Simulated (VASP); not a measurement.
# GaAs (F-43m) in VASP: phonons with r2SCAN

Aim: the phonons of GaAs with r2SCAN.

All numbers are computed with VASP 6.6.1; they aren't measurements. Logs are shortened: lines on timing, memory, paths and dates and some standing lists are left out, and cuts for length are marked.

## (1) The cell of the first run

The structure is cubic, space group F-43m (No. 216). The conventional cell has a = 5.666 Å, b = 5.666 Å, c = 5.666 Å, α = 90.00°, β = 90.00°, γ = 90.00°. Within 3.2 Å of Ga (site symmetry -43m) lie 4 As at 2.45 Å. As (site symmetry -43m) has 4 Ga at 2.45 Å within 3.2 Å.

## (2) Phonons, r2SCAN

INCAR reads:

```
ALGO = Normal
EDIFF = 1E-8
ENCUT = 520
IBRION = 6
ISIF = 2
ISMEAR = 0
LASPH = T
LCHARG = F
LMIXTAU = T
LREAL = F
LWAVE = F
METAGGA = R2SCAN
NBANDS = 16
NELM = 100
NFREE = 2
NSW = 1
POTIM = 0.015
PREC = Accurate
SIGMA = 0.05
```

KPOINTS reads:

```
k-points
0
Gamma
  8 8 8
```

POSCAR reads:

```
GaAs
1.0
    0.0000000000      2.8332036537      2.8332036537
    2.8332036537      0.0000000000      2.8332036537
    2.8332036537      2.8332036537      0.0000000000
Ga As
1 1
Direct
    0.0000000000      0.0000000000      0.0000000000
    0.7500000000      0.7500000000      0.7500000000
```

Potentials or basis: VASP PAW PBE potentials, release 64 (Ga_d, As).

Launch:

```bash
cat potpaw_PBE.64/Ga_d/POTCAR potpaw_PBE.64/As/POTCAR > POTCAR
mpirun -np 1 vasp_std > vasp.out
```

OUTCAR:

```text
EDIFF = 1E-8
   ENCUT = 520
   IBRION = 6
   ISIF = 2
   ISMEAR = 0
   LASPH = T
   LREAL = F
   METAGGA = R2SCAN
   NELM = 100
   NFREE = 2
   NSW = 1
   POTIM = 0.015
   PREC = Accurate

 ion  position               nearest neighbor table
   1  0.000  0.000  0.000-   2 2.45   2 2.45   2 2.45   2 2.45
   2  0.750  0.750  0.750-   1 2.45   1 2.45   1 2.45   1 2.45

  LATTYP: Found a face centered cubic cell.
 ALAT       =     5.6664073074

  Lattice vectors:

 A1 = (   0.0000000000,   2.8332036537,   2.8332036537)
 A2 = (   2.8332036537,   0.0000000000,   2.8332036537)
 A3 = (   2.8332036537,   2.8332036537,   0.0000000000)

Analysis of symmetry for initial positions (statically):
=====================================================================
 Subroutine PRICEL returns:
 Original cell was already a primitive cell.

 Routine SETGRP: Setting up the symmetry group for a
 face centered cubic supercell.

 Subroutine GETGRP returns: Found 24 space group operations
 (whereof 24 operations were pure point group operations)
 out of a pool of 48 trial point group operations.

The static configuration has the point symmetry T_d .

Analysis of symmetry for dynamics (positions and initial velocities):
=====================================================================
 Subroutine PRICEL returns:
 Original cell was already a primitive cell.

 Routine SETGRP: Setting up the symmetry group for a
 face centered cubic supercell.

 Subroutine GETGRP returns: Found 24 space group operations
 (whereof 24 operations were pure point group operations)
 out of a pool of 48 trial point group operations.

The dynamic configuration has the point symmetry T_d .

 Subroutine INISYM returns: Found 24 space group operations
 (whereof 24 operations are pure point group operations),
 and found     1 'primitive' translations

----------------------------------------------------------------------------------------

                                     Primitive cell

  volume of cell :      45.4845

  direct lattice vectors                    reciprocal lattice vectors
     0.000000000  2.833203654  2.833203654    -0.176478666  0.176478666  0.176478666
     2.833203654  0.000000000  2.833203654     0.176478666 -0.176478666  0.176478666
     2.833203654  2.833203654  0.000000000     0.176478666  0.176478666 -0.176478666

  length of vectors
     4.006755032  4.006755032  4.006755032     0.305670015  0.305670015  0.305670015

  position of ions in fractional coordinates (direct lattice)
     0.000000000  0.000000000  0.000000000
     0.750000000  0.750000000  0.750000000

  ion indices of the primitive-cell ions
   primitive index   ion index
                 1           1
                 2           2

----------------------------------------------------------------------------------------

 KPOINTS: k-points

Automatic generation of k-mesh.
 Grid dimensions read from file:
 generate k-points for:    8    8    8

 Generating k-lattice:

  Cartesian coordinates                     Fractional coordinates (reciprocal lattice)
    -0.022059833  0.022059833  0.022059833     0.125000000  0.000000000  0.000000000
     0.022059833 -0.022059833  0.022059833     0.000000000  0.125000000  0.000000000
     0.022059833  0.022059833 -0.022059833     0.000000000  0.000000000  0.125000000

  Length of vectors
     0.038208752  0.038208752  0.038208752

  Shift w.r.t. Gamma in fractional coordinates (k-lattice)
[... 46 lines left out ...]
   ISPIN  =      1    spin polarized calculation?
   LNONCOLLINEAR =      F non collinear calculations
   LSORBIT =      F    spin-orbit coupling
   LASPH  =      T    aspherical Exc in radial PAW
   ENCUT  =  520.0 eV  38.22 Ry    6.18 a.u.   7.45  7.45  7.45*2*pi/ulx,y,z
   NELM   =    100;   NELMIN=  2; NELMDL= -5     # of ELM steps
   EDIFF  = 0.1E-07   stopping-criterion for ELM
   LREAL  =      F    real-space projection
   EDIFFG = 0.1E-06   stopping-criterion for IOM
   NSW    =     61    number of steps for IOM
   IBRION =      6    ionic relax: 0-MD 1-quasi-New 2-CG
   NFREE  =      2    steps in history (QN), initial steepest desc. (CG)
   ISIF   =      2    stress and relaxation
   ISYM   =      2    0-nonsym 1-usesym 2-fastsym
   POTIM  = 0.0150    time-step for ionic-motion
   TEBEG  =    0.0;   TEEND  =   0.0 temperature during run
   PSTRESS=    0.0 pullay stress
   NELECT =      18.0000    total number of electrons
   NUPDOWN=      -1.0000    fix difference up-down
   EMIN   =  10.00;   EMAX   =-10.00  energy-range for DOS
   EFERMI =   0.00;   METHOD = LEGACY
   ISMEAR =     0;   SIGMA  =   0.05  broadening in eV -4-tet -1-fermi 0-gaus
   EFERMI_NEDOS =   21; number of points for ismear=-14 and -15
   IALGO  =     38    algorithm
   IMIX   =      4    mixing-type and parameters
     AMIX     =   0.40;   BMIX     =  1.00
     AMIX_MAG =   1.60;   BMIX_MAG =  1.00
  volume/ion in A,a.u.               =      22.74       153.47
  Fermi-wavevector in a.u.,A,eV,Ry     =   1.201926  2.271312 19.655345  1.444627
  Thomas-Fermi vector in A             =   2.337722
   LORBIT       =      0    0 simple, 1 ext, 2 COOP (PROOUT), +10 PAW based schemes
   METAGGA = R2SCAN    functional components
   LHFCALC =     F    Hartree Fock is set to
   AEXX    =    0.0000 exact exchange contribution
   IVDW    =     0    specifies the selected vdW correction
   LEPSILON=     F    determine dielectric tensor
   LRPA    =     F    only Hartree local field effects (RPA)
 finite differences with symmetry
 non-spin polarized calculation
 Gauss-broadening in eV      SIGMA  =   0.05
  energy-cutoff  :      520.00
  volume of cell :       45.48
 maximum number of plane-waves:      1243
 NGX is ok and might be reduce to    30
   NGX = 15   NGY = 15   NGZ = 15

--------------------------------------- Ionic step        1  -------------------------------------------

 number of electron      17.9999990 magnetization

 Free energy of the ion-electron system (eV)
  ---------------------------------------------------
  ext. energy  EPLUGINS =         0.00000000
  ---------------------------------------------------
  free energy    TOTEN  =       -27.05325375 eV

  energy without entropy =      -27.05325375  energy(sigma->0) =      -27.05325375

------------------------ aborting loop because EDIFF is reached ----------------------------------------

  FORCE on cell =-STRESS in cart. coord.  units (eV):
  Direction    XX          YY          ZZ          XY          YZ          ZX
  --------------------------------------------------------------------------------------
  -------------------------------------------------------------------------------------
  Total        0.0309287      0.0309287      0.0309287      0.0000000     -0.0000000      0.0000000
  in kB        1.0894533      1.0894533      1.0894533      0.0000000     -0.0000000      0.0000000
  external PRESSURE =       1.0894533 kB  Pullay stress =       0.0000000 kB
[... 131 lines left out ...]
--------------------------------------- Ionic step        5  -------------------------------------------

 number of electron      17.9999990 magnetization

 Free energy of the ion-electron system (eV)
  ---------------------------------------------------
  ext. energy  EPLUGINS =         0.00000000
  ---------------------------------------------------
  free energy    TOTEN  =       -27.05218951 eV

  energy without entropy =      -27.05218951  energy(sigma->0) =      -27.05218951

 E-fermi :   3.9136     XC(G=0): -10.2231

 val. band max:        3.6628067829   @ k =   0.0000   0.0000   0.0000
 cond. band min:       4.5581526693   @ k =   0.0000   0.0000   0.0000
 fundamental gap:      0.8953458865
 Fermi energy:         3.9136386654

 k-point     1 :       0.0000    0.0000    0.0000
  band No.  band energies     occupation
      1     -11.6104      2.00000
      2     -11.6089      2.00000
      3     -11.6070      2.00000
      4     -11.5210      2.00000
      5     -11.5210      2.00000
      6      -9.5447      2.00000
[... 433 lines left out ...]
      3     -11.5750      2.00000
      4     -11.5254      2.00000
      5     -11.5172      2.00000
      6      -7.3686      2.00000
[... 8 lines left out ...]
     15      15.8887      0.00000
     16      16.4741      0.00000

 [... further k-points ...]
[... 5 lines left out ...]
  --------------------------------------------------------------------------------------
  -------------------------------------------------------------------------------------
  Total        0.0312146      0.0334341      0.0334341      0.0000000     -0.1053801      0.0000000
  in kB        1.0995262      1.1777054      1.1777054      0.0000000     -3.7119808      0.0000000
  external PRESSURE =       1.1516457 kB  Pullay stress =       0.0000000 kB
[... 17 lines left out ...]
  FREE ENERGIE OF THE ION-ELECTRON SYSTEM (eV)
  ---------------------------------------------------
  free  energy   TOTEN  =       -27.0521895060 eV

  energy  without entropy=      -27.0521895060  energy(sigma->0) =      -27.05218951

 INTERNAL STRAIN TENSORS FROM DISPLACED ATOMS
 ============================================

 INTERNAL STRAIN TENSOR FOR ION    1 for displacements in x,y,z  (eV/Angst):
          X           Y           Z          XY          YZ          ZX
  --------------------------------------------------------------------------------
  x     0.00000     0.00000     0.00000     0.00000    -6.69996     0.00000
  y     0.00000     0.00000     0.00000     0.00000     0.00000    -6.69996
  z     0.00000     0.00000     0.00000    -6.69996     0.00000     0.00000

 INTERNAL STRAIN TENSOR FOR ION    2 for displacements in x,y,z  (eV/Angst):
          X           Y           Z          XY          YZ          ZX
  --------------------------------------------------------------------------------
  x    -0.00000     0.00000     0.00000     0.00000     6.99363     0.00000
  y     0.00000     0.00000     0.00000     0.00000     0.00000     6.99363
  z     0.00000     0.00000    -0.00000     6.99363     0.00000     0.00000

 Eigenvectors and eigenvalues of the dynamical matrix
 ----------------------------------------------------

   1 f  =    8.004613 THz    50.294465 2PiTHz  267.005139 cm-1    33.104403 meV
             X         Y         Z           dx          dy          dz
      0.000000  0.000000  0.000000     0.720454    0.000000    0.000000
      4.249805  4.249805  4.249805    -0.693503    0.000000    0.000000
[... 21 lines left out ...]
   6 f/i=    0.008667 THz     0.054455 2PiTHz    0.289095 cm-1     0.035843 meV
             X         Y         Z           dx          dy          dz
      0.000000  0.000000  0.000000    -0.255779    0.012194   -0.644496
      4.249805  4.249805  4.249805    -0.265719    0.012668   -0.669542

 ELASTIC MODULI CONTR FROM IONIC RELAXATION (kBar)
 Direction    XX          YY          ZZ          XY          YZ          ZX
 --------------------------------------------------------------------------------
 XX          -0.0000      0.0000      0.0000      0.0000      0.0000      0.0000
 YY           0.0000     -0.0000      0.0000      0.0000      0.0000      0.0000
 ZZ           0.0000      0.0000     -0.0000      0.0000      0.0000      0.0000
 XY           0.0000      0.0000      0.0000   -174.4111      0.0000      0.0000
 YZ           0.0000      0.0000      0.0000      0.0000   -174.4111      0.0000
 ZX           0.0000      0.0000      0.0000      0.0000      0.0000   -174.4111
 --------------------------------------------------------------------------------
```

It took 20 min on 1 thread of Intel Xeon 8259CL, shared host; peak memory 0.27 GiB.

What came out:

```yaml
Highest_phonon_frequency_at_Γ_LO-TO_splitting_left_out: 267 cm⁻¹
```

Phonon frequencies in cm⁻¹ (negative: imaginary):
```tsv
q point	frequencies
(0.000, 0.000, 0.000)	0 0 0 267 267 267
```

Caveat: the PAW data sets were made with another functional, which shifts forces and pressure a little.
